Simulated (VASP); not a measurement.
A run of VASP 6.6.1 is set up as follows.

File INCAR:

```
SYSTEM = C
PREC     = Accurate       ! precision mode
ENCUT    = 520            ! plane-wave cutoff, eV
EDIFF    = 1E-7           ! SCF threshold, eV
ISMEAR   = 0              ! smearing method
SIGMA    = 0.15           ! smearing width, eV
LREAL    = .False.        ! projectors in reciprocal space
LASPH    = .True.         ! aspherical terms in the spheres
NELM     = 100            ! most SCF steps
ALGO     = Normal         ! electronic algorithm
ISIF     = 2              ! what is computed and relaxed
LWAVE    = .False.        ! write WAVECAR
LCHARG   = .False.        ! write CHGCAR
GGA      = PE             ! functional
IVDW     = 12             ! dispersion correction
NBANDS   = 16             ! bands
```

File KPOINTS:

```
Automatic mesh
0
Gamma
  22 22 8
  0 0 0
```

POSCAR

```
C
1.0
    1.2327689981     -2.1341461166      0.0000000000
    1.2327689981      2.1341461166      0.0000000000
    0.0000000000      0.0000000000      6.7989836842
C
4
Direct
    0.1582533654      0.9541692221      0.7500000000
    0.5833101797      0.4166898203      0.2500000000
    0.9166898203      0.0833101797      0.2500000000
    0.4166898203      0.5833101797      0.7500000000
```

Potentials or basis: VASP PAW PBE potentials, release 64 (C).

The run is started by

```sh
$ cat potpaw_PBE.64/C/POTCAR > POTCAR
$ mpirun -np 1 vasp_std > vasp.out
```

Predict the dispersion energy per atom.

-0.154 eV.

Estimate the largest force.

6.873 eV/Å.

Estimate the pressure.

5.1 GPa.

Forces on the atoms (eV/Å):
```
C   -5.979  3.389  0.000
C    0.025  0.006  0.000
C   -0.019 -0.004  0.000
C    5.972 -3.391  0.000
```

Caveat: the cell differs from its parent crystal (atom 1 (C) moved -0.160 Å towards its neighbour atom 4 (C) at 1.423 Å); the stress differs along the axes, from -0 to 11 GPa; forces of over 1 eV/Å act on the atoms, so gaps and moduli don't describe the material at rest.
